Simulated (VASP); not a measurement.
# ZrAl2N3 (I4/mmm) in VASP: single point with PBE

Aim: the single point of ZrAl2N3 with PBE.

Program: VASP 6.6.1. These are calculated values, not measurements. Logs are shortened: lines on timing, memory, paths and dates and some standing lists are left out, and cuts for length are marked.

**1. The cell of the first run**

The structure is tetragonal, space group I4/mmm (No. 139). Conventional cell: a = 3.072 Å, b = 3.072 Å, c = 12.845 Å, α = 90.00°, β = 90.00°, γ = 90.00°. Zr (site symmetry 4/mmm) has 6 N at 2.17 to 2.26 Å within 2.9 Å. Within 2.6 Å of Al (site symmetry 4mm) lie 6 N at 1.95 to 2.21 Å. N (site symmetry 4mm) has 5 Al at 1.95 to 2.17 Å and 1 Zr at 2.26 Å within 2.6 Å. Within 2.9 Å of N (site symmetry 4/mmm) lie 4 Zr at 2.17 Å and 2 Al at 2.21 Å.

**2. Single point, PBE**

INCAR

```
SYSTEM = ZrAl2N3
PREC = Accurate
ENCUT = 520
EDIFF = 1E-6
ISMEAR = 0
SIGMA = 0.1
LREAL = .False.
LASPH = .True.
NELM = 80
ALGO = Normal
ISIF = 2
LWAVE = .False.
LCHARG = .False.
GGA = PE
NBANDS = 26
```

KPOINTS

```
Automatic mesh
0
Gamma
  18 18 18
  0 0 0
```

POSCAR

```
ZrAl2N3
1.0
   -1.5358514096      1.5358514096      6.4227490772
    1.5358514096     -1.5358514096      6.4227490772
    1.5358514096      1.5358514096     -6.4227490772
Zr Al N
1 2 3
Direct
    0.5000000000      0.5000000000      0.0000000000
    0.8280007014      0.8280007014      0.0000000000
    0.1719992986      0.1719992986      0.0000000000
    0.6761278139      0.6761278139      0.0000000000
    0.3238721861      0.3238721861      0.0000000000
    0.0000000000      0.0000000000      0.0000000000
```

Potentials or basis: VASP PAW PBE potentials, release 64 (Zr_sv, Al, N).

Run with:

```console
> cat potpaw_PBE.64/Zr_sv/POTCAR potpaw_PBE.64/Al/POTCAR potpaw_PBE.64/N/POTCAR > POTCAR
> mpirun -np 1 vasp_std > vasp.out
```

OUTCAR:

```text
SYSTEM = ZrAl2N3
   PREC = Accurate
   ENCUT = 520
   EDIFF = 1E-6
   ISMEAR = 0
   LREAL = .False.
   LASPH = .True.
   NELM = 80
   ISIF = 2
   GGA = PE

 ion  position               nearest neighbor table
   1  0.500  0.500  0.000-   6 2.17   6 2.17   6 2.17   6 2.17   5 2.26   4 2.26   3 3.10   2 3.10
                             3 3.10   2 3.10   3 3.10   2 3.10   2 3.10   3 3.10
   2  0.828  0.828  0.000-   4 1.95   5 2.17   5 2.17   5 2.17   5 2.17   6 2.21   3 2.96   3 2.96
                             3 2.96   3 2.96   1 3.10   1 3.10   1 3.10   1 3.10
   3  0.172  0.172  0.000-   5 1.95   4 2.17   4 2.17   4 2.17   4 2.17   6 2.21   2 2.96   2 2.96
                             2 2.96   2 2.96   1 3.10   1 3.10   1 3.10   1 3.10
   4  0.676  0.676  0.000-   2 1.95   3 2.17   3 2.17   3 2.17   3 2.17   1 2.26
   5  0.324  0.324  0.000-   3 1.95   2 2.17   2 2.17   2 2.17   2 2.17   1 2.26
   6  0.000  0.000  0.000-   1 2.17   1 2.17   1 2.17   1 2.17   3 2.21   2 2.21

  LATTYP: Found a body centered tetragonal cell.
 ALAT       =     3.0717028192
 C/A-ratio  =     4.1818818130

  Lattice vectors:

 A1 = (  -1.5358514096,   1.5358514096,   6.4227490772)
 A2 = (   1.5358514096,  -1.5358514096,   6.4227490772)
 A3 = (   1.5358514096,   1.5358514096,  -6.4227490772)

Analysis of symmetry for initial positions (statically):
=====================================================================
 Subroutine PRICEL returns:
 Original cell was already a primitive cell.

 Routine SETGRP: Setting up the symmetry group for a
 body centered tetragonal supercell.

 Subroutine GETGRP returns: Found 16 space group operations
 (whereof 16 operations were pure point group operations)
 out of a pool of 16 trial point group operations.

The static configuration has the point symmetry D_4h.

Analysis of symmetry for dynamics (positions and initial velocities):
=====================================================================
 Subroutine PRICEL returns:
 Original cell was already a primitive cell.

 Routine SETGRP: Setting up the symmetry group for a
 body centered tetragonal supercell.

 Subroutine GETGRP returns: Found 16 space group operations
 (whereof 16 operations were pure point group operations)
 out of a pool of 16 trial point group operations.

The dynamic configuration has the point symmetry D_4h.

 Subroutine INISYM returns: Found 16 space group operations
 (whereof 16 operations are pure point group operations),
 and found     1 'primitive' translations

----------------------------------------------------------------------------------------

                                     Primitive cell

  volume of cell :      60.6009

  direct lattice vectors                    reciprocal lattice vectors
    -1.535851410  1.535851410  6.422749077     0.000000000  0.325552327  0.077848285
     1.535851410 -1.535851410  6.422749077     0.325552327  0.000000000  0.077848285
     1.535851410  1.535851410 -6.422749077     0.325552327  0.325552327  0.000000000

  length of vectors
     6.780072626  6.780072626  6.780072626     0.334730747  0.334730747  0.460400516

  position of ions in fractional coordinates (direct lattice)
     0.500000000  0.500000000  0.000000000
     0.828000701  0.828000701  0.000000000
     0.171999299  0.171999299  0.000000000
     0.676127814  0.676127814  0.000000000
     0.323872186  0.323872186  0.000000000
     0.000000000  0.000000000  0.000000000

  ion indices of the primitive-cell ions
   primitive index   ion index
                 1           1
                 2           2
                 3           3
                 4           4
                 5           5
                 6           6

----------------------------------------------------------------------------------------

 KPOINTS: Automatic mesh

Automatic generation of k-mesh.
 Grid dimensions read from file:
 generate k-points for:   18   18   18

 Generating k-lattice:

  Cartesian coordinates                     Fractional coordinates (reciprocal lattice)
     0.000000000  0.018086240  0.004324905     0.055555556  0.000000000  0.000000000
     0.018086240  0.000000000  0.004324905     0.000000000  0.055555556  0.000000000
     0.018086240  0.018086240  0.000000000     0.000000000  0.000000000  0.055555556

  Length of vectors
     0.018596153  0.018596153  0.025577806

  Shift w.r.t. Gamma in fractional coordinates (k-lattice)
     0.000000000  0.000000000  0.000000000

 Subroutine IBZKPT returns following result:
 ===========================================

 Found    480 irreducible k-points:

 Following reciprocal coordinates:
            Coordinates               Weight
  0.000000  0.000000  0.000000      1.000000
  0.055556  0.000000 -0.000000      8.000000
  0.111111  0.000000 -0.000000      8.000000
  0.166667  0.000000 -0.000000      8.000000
  0.222222  0.000000 -0.000000      8.000000
  0.277778  0.000000 -0.000000      8.000000
[... 16 lines left out ...]
 -0.277778  0.055556  0.000000     16.000000
 -0.222222  0.055556  0.000000     16.000000
 [... further k-points ...]
   k-points           NKPTS =    480   k-points in BZ     NKDIM =    480   number of bands    NBANDS=     26
   number of dos      NEDOS =    301   number of ions     NIONS =      6
   total plane-waves  NPLWV = 125000
   dimension x,y,z NGX =    50 NGY =   50 NGZ =   50
   dimension x,y,z NGXF=   100 NGYF=  100 NGZF=  100
   ions per type =               1   2   3
   NGX,Y,Z   is equivalent  to a cutoff of  12.26, 12.26, 12.26 a.u.
   NGXF,Y,Z  is equivalent  to a cutoff of  24.52, 24.52, 24.52 a.u.
 SYSTEM =  ZrAl2N3
   PREC   = accura    normal or accurate (medium, high low for compatibility)
   ISTART =      0    job   : 0-new  1-cont  2-samecut
   ICHARG =      2    charge: 1-file 2-atom 10-const
   ISPIN  =      1    spin polarized calculation?
   LNONCOLLINEAR =      F non collinear calculations
   LSORBIT =      F    spin-orbit coupling
   LASPH  =      T    aspherical Exc in radial PAW
   ENCUT  =  520.0 eV  38.22 Ry    6.18 a.u.  12.61 12.61 12.61*2*pi/ulx,y,z
   NELM   =     80;   NELMIN=  2; NELMDL= -5     # of ELM steps
   EDIFF  = 0.1E-05   stopping-criterion for ELM
   LREAL  =      F    real-space projection
   EDIFFG = 0.1E-04   stopping-criterion for IOM
   NSW    =      0    number of steps for IOM
   IBRION =     -1    ionic relax: 0-MD 1-quasi-New 2-CG
   NFREE  =      0    steps in history (QN), initial steepest desc. (CG)
   ISIF   =      2    stress and relaxation
   ISYM   =      2    0-nonsym 1-usesym 2-fastsym
   POTIM  = 0.5000    time-step for ionic-motion
   TEBEG  =    0.0;   TEEND  =   0.0 temperature during run
   PSTRESS=    0.0 pullay stress
   NELECT =      33.0000    total number of electrons
   NUPDOWN=      -1.0000    fix difference up-down
   EMIN   =  10.00;   EMAX   =-10.00  energy-range for DOS
   EFERMI =   0.00;   METHOD = LEGACY
   ISMEAR =     0;   SIGMA  =   0.10  broadening in eV -4-tet -1-fermi 0-gaus
   EFERMI_NEDOS =   21; number of points for ismear=-14 and -15
   IALGO  =     38    algorithm
   IMIX   =      4    mixing-type and parameters
     AMIX     =   0.40;   BMIX     =  1.00
     AMIX_MAG =   1.60;   BMIX_MAG =  1.00
  volume/ion in A,a.u.               =      10.10        68.16
  Fermi-wavevector in a.u.,A,eV,Ry     =   1.336861  2.526302 24.316308  1.787198
  Thomas-Fermi vector in A             =   2.465455
   LORBIT       =      0    0 simple, 1 ext, 2 COOP (PROOUT), +10 PAW based schemes
   GGA     = PE    functional components
   LHFCALC =     F    Hartree Fock is set to
   AEXX    =    0.0000 exact exchange contribution
   IVDW    =     0    specifies the selected vdW correction
   LEPSILON=     F    determine dielectric tensor
   LRPA    =     F    only Hartree local field effects (RPA)
 non-spin polarized calculation
 Gauss-broadening in eV      SIGMA  =   0.10
  energy-cutoff  :      520.00
  volume of cell :       60.60
 maximum number of plane-waves:      1654
   NGX = 25   NGY = 25   NGZ = 25

 number of electron      33.0000000 magnetization

 Free energy of the ion-electron system (eV)
  ---------------------------------------------------
  ext. energy  EPLUGINS =         0.00000000
  ---------------------------------------------------
  free energy    TOTEN  =       -47.70881911 eV

  energy without entropy =      -47.70273102  energy(sigma->0) =      -47.70577506

 E-fermi :  11.9185     XC(G=0): -12.0857

 val. band max:       11.9177689340   @ k =   0.3889   0.2222   0.0556
 cond. band min:      11.9264279870   @ k =  -0.4444   0.4444   0.3333
 fundamental gap:      0.0086590531
 Fermi energy:        11.9185023649

 k-point     1 :       0.0000    0.0000    0.0000
  band No.  band energies     occupation
      1     -37.6276      2.00000
      2     -16.0276      2.00000
      3     -15.4283      2.00000
      4     -15.4283      2.00000
      5      -6.7746      2.00000
      6      -4.7823      2.00000
[... 18 lines left out ...]
     25      18.9359      0.00000
     26      19.3930      0.00000

 k-point     2 :       0.0556    0.0000   -0.0000
  band No.  band energies     occupation
      1     -37.6247      2.00000
      2     -16.0237      2.00000
      3     -15.4668      2.00000
      4     -15.4237      2.00000
      5      -6.7363      2.00000
      6      -4.7333      2.00000
[... 18 lines left out ...]
     25      18.9338      0.00000
     26      19.3447      0.00000

 k-point     3 :       0.1111    0.0000   -0.0000
  band No.  band energies     occupation
      1     -37.6165      2.00000
      2     -16.0124      2.00000
      3     -15.5756      2.00000
      4     -15.4104      2.00000
      5      -6.6236      2.00000
      6      -4.5935      2.00000
[... 572 lines left out ...]
 k-point    23 :      -0.2778    0.0556    0.0000
  band No.  band energies     occupation
      1     -37.5690      2.00000
      2     -16.1157      2.00000
      3     -15.9471      2.00000
      4     -15.3707      2.00000
      5      -5.8985      2.00000
      6      -3.9554      2.00000
[... 18 lines left out ...]
     25      18.5783      0.00000
     26      19.2507      0.00000

 k-point    24 :      -0.2222    0.0556    0.0000
  band No.  band energies     occupation
      1     -37.5856      2.00000
      2     -15.9699      2.00000
      3     -15.9219      2.00000
      4     -15.3988      2.00000
      5      -6.1840      2.00000
      6      -4.0964      2.00000
[... 18 lines left out ...]
     25      17.8214      0.00000
     26      19.5034      0.00000

 [... further k-points ...]

------------------------ aborting loop because EDIFF is reached ----------------------------------------

  FORCE on cell =-STRESS in cart. coord.  units (eV):
  Direction    XX          YY          ZZ          XY          YZ          ZX
  --------------------------------------------------------------------------------------
  -------------------------------------------------------------------------------------
  Total        0.0203114      0.0203114     -0.0264382      0.0000000     -0.0000000      0.0000000
  in kB        0.5369965      0.5369965     -0.6989762      0.0000000     -0.0000000      0.0000000
  external PRESSURE =       0.1250056 kB  Pullay stress =       0.0000000 kB

 VOLUME and BASIS-vectors are now :
 -----------------------------------------------------------------------------
  energy-cutoff  :      520.00
  volume of cell :       60.60
      direct lattice vectors                 reciprocal lattice vectors
    -1.535851410  1.535851410  6.422749077     0.000000000  0.325552327  0.077848285
     1.535851410 -1.535851410  6.422749077     0.325552327  0.000000000  0.077848285
     1.535851410  1.535851410 -6.422749077     0.325552327  0.325552327  0.000000000

 POSITION                                       TOTAL-FORCE (eV/Angst)
 -----------------------------------------------------------------------------------
      0.00000      0.00000      6.42275         0.000000      0.000000      0.000000
      0.00000      0.00000     10.63608        -0.000000     -0.000000     -0.002035
      0.00000      0.00000      2.20942        -0.000000     -0.000000      0.002035
      0.00000      0.00000      8.68520        -0.000000     -0.000000      0.010411
      0.00000      0.00000      4.16030         0.000000      0.000000     -0.010411
      0.00000      0.00000      0.00000         0.000000      0.000000      0.000000
 -----------------------------------------------------------------------------------
    total drift:                               -0.000000      0.000000     -0.000000

  FREE ENERGIE OF THE ION-ELECTRON SYSTEM (eV)
  ---------------------------------------------------
  free  energy   TOTEN  =       -47.7088191051 eV

  energy  without entropy=      -47.7027310205  energy(sigma->0) =      -47.70577506
```

It took 18 min on 1 thread of Intel Xeon 6975P-C (Granite Rapids), shared host; peak memory 0.86 GiB.

What came out:

- Free energy: -47.7088 eV
- Pressure: 0.0 GPa
- Largest force: 0.010 eV/Å

Forces in eV/Å, atoms in the order of the input:
```
Zr   0.000  0.000  0.000
Al   0.000  0.000 -0.002
Al   0.000  0.000  0.002
N    0.000  0.000  0.010
N    0.000  0.000 -0.010
N    0.000  0.000  0.000
```

Levels at points of the mesh, in eV from the Fermi level:
```tsv
k point	band 12	band 13	band 14	band 15	band 16	band 17	band 18	band 19	band 20	band 21
(0.00, 0.00, 0.00)	-3.78	-3.78	-3.40	-2.95	-2.83	-2.83	0.10	1.83	1.83	2.67
(0.50, 0.00, 0.00)	-6.36	-4.56	-4.52	-4.05	-3.85	2.01	2.32	2.71	3.32	3.68
(0.50, 0.50, 0.00)	-6.47	-6.10	-4.84	-3.95	-3.59	-1.52	-0.15	0.59	2.92	4.91
(0.50, 0.50, 0.50)	-5.19	-3.81	-3.81	-3.13	-3.13	-2.97	0.98	2.29	2.30	2.30
```
